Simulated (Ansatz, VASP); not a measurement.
# Sr: VASP beside Ansatz

The input INCAR:

```
SYSTEM = Sr
ALGO = Normal
EDIFF = 1E-7
ENCUT = 520
GGA = PS
ISIF = 2
ISMEAR = 0
LASPH = .True.
LCHARG = .False.
LREAL = .False.
LWAVE = .False.
NBANDS = 11
NELM = 80
PREC = Accurate
SIGMA = 0.1
```

KPOINTS

```
k-points
0
Gamma
  12 12 12
  0 0 0
```

File POSCAR:

```
Sr
1.0
    0.0000000000      2.9280393812      2.9280393812
    2.9280393812      0.0000000000      2.9280393812
    2.9280393812      2.9280393812      0.0000000000
Sr
1
Direct
    0.0000000000      0.0000000000      0.0000000000
```

Input for Ansatz:

```yaml
crystal:
  lattice:
    - [0.0, 2.9280393812, 2.9280393812]
    - [2.9280393812, 0.0, 2.9280393812]
    - [2.9280393812, 2.9280393812, 0.0]
  atoms:
    - { symbol: Sr, position: [0.0, 0.0, 0.0] }
basis:
  ecutwfc: 420
kpoints:
  mp_grid: { grid: [12, 12, 12] }
hamiltonian:
  xc: pbesol
scf:
  occupations: { method: gaussian, width: 0.1 }
output:
  forces: true
  stress: true
  eigenvalues: true
```

Alike in both runs: task single point; functional PBEsol; k mesh 12 × 12 × 12; occupations gaussian, width 0.1 eV; no spin polarisation.

|  | VASP | Ansatz |
| --- | --- | --- |
| version | VASP 6.6.1 | Ansatz 0.2.0 |
| potentials or method | VASP PAW PBE potentials, release 64 (Sr_sv), cutoff 520 eV | scalar-relativistic, plane waves, PAW |
| valence electrons in the cell | 10 | 10 |

Ansatz gave:

```
gap on the k mesh at the Fermi level (eV) : 0.02
least direct gap on the mesh (eV)         : 0.02
pressure (GPa)                            : 0.4
```

Task: Which values does VASP return?

Result: gap on the k mesh at the Fermi level (eV): 0.02; least direct gap on the mesh (eV): 0.03; pressure (GPa): 0.4.

VASP's potentials were made for PBE, not for PBEsol.
